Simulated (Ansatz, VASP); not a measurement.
Two plane-wave programs on Al4N3

File INCAR:

```
SYSTEM = Al4N3
PREC = Accurate
ENCUT = 600
EDIFF = 1E-6
ISMEAR = 0
SIGMA = 0.1
LREAL = .False.
LASPH = .True.
NELM = 100
ALGO = Normal
ISIF = 3
LWAVE = .False.
LCHARG = .False.
GGA = PE
IBRION = 2
NSW = 100
EDIFFG = -0.01
```

File KPOINTS:

```
Automatic mesh
0
Gamma
  12 12 12
  0 0 0
```

File POSCAR:

```
Al4N3
1.0
    1.4513576870      0.8379417513      9.1841979541
   -1.4513576870      0.8379417513      9.1841979541
    0.0000000000     -1.6758835026      9.1841979541
Al N
4 3
Direct
    0.8715249230      0.8715249230      0.8715249230
    0.2906661728      0.2906661728      0.2906661728
    0.1284750770      0.1284750770      0.1284750770
    0.7093338272      0.7093338272      0.7093338272
    0.5815939025      0.5815939025      0.5815939025
    0.4184060975      0.4184060975      0.4184060975
    0.0000000000      0.0000000000      0.0000000000
```

Input for Ansatz:

```yaml
crystal:
  lattice:
    - [1.451357687, 0.8379417513, 9.1841979541]
    - [-1.451357687, 0.8379417513, 9.1841979541]
    - [0.0, -1.6758835026, 9.1841979541]
  atoms:
    - { symbol: Al, position: [0.871524923, 0.871524923, 0.871524923] }
    - { symbol: Al, position: [0.2906661728, 0.2906661728, 0.2906661728] }
    - { symbol: Al, position: [0.128475077, 0.128475077, 0.128475077] }
    - { symbol: Al, position: [0.7093338272, 0.7093338272, 0.7093338272] }
    - { symbol: "N", position: [0.5815939025, 0.5815939025, 0.5815939025] }
    - { symbol: "N", position: [0.4184060975, 0.4184060975, 0.4184060975] }
    - { symbol: "N", position: [0.0, 0.0, 0.0] }
basis:
  ecutwfc: 420
kpoints:
  mp_grid: { grid: [12, 12, 12] }
hamiltonian:
  xc: pbe
scf:
  occupations: { method: gaussian, width: 0.1 }
output:
  forces: true
  stress: true
  eigenvalues: true
relax:
  adjacent_minimum: "off"
  f_tol: 0.01
  max_steps: 80
  cell: { stress_tol: 0.05 }
```

Alike in both runs: task relaxation of cell and atoms; functional PBE; k mesh 12 × 12 × 12; occupations gaussian, width 0.1 eV; no spin polarisation.

```csv
,VASP,Ansatz
version,VASP 6.6.1,Ansatz 0.2.0
potentials or method,"VASP PAW PBE potentials, release 64 (Al, N), cutoff 600 eV","scalar-relativistic, plane waves, PAW"
valence electrons in the cell,27,27
```

|  | VASP | Ansatz | Ansatz less VASP |
| --- | --- | --- | --- |
| gap on the k mesh at the Fermi level, each at its own relaxed structure (eV) | none | none | - |
| relaxed volume (Å³/atom) | 9.54 | 9.56 | +0.016 |
| relaxed cell length with the largest relative difference (Å) | 9.324 | 9.330 | +0.0056 |

A gap of «none» marks a metal or a gap that the smearing closes.
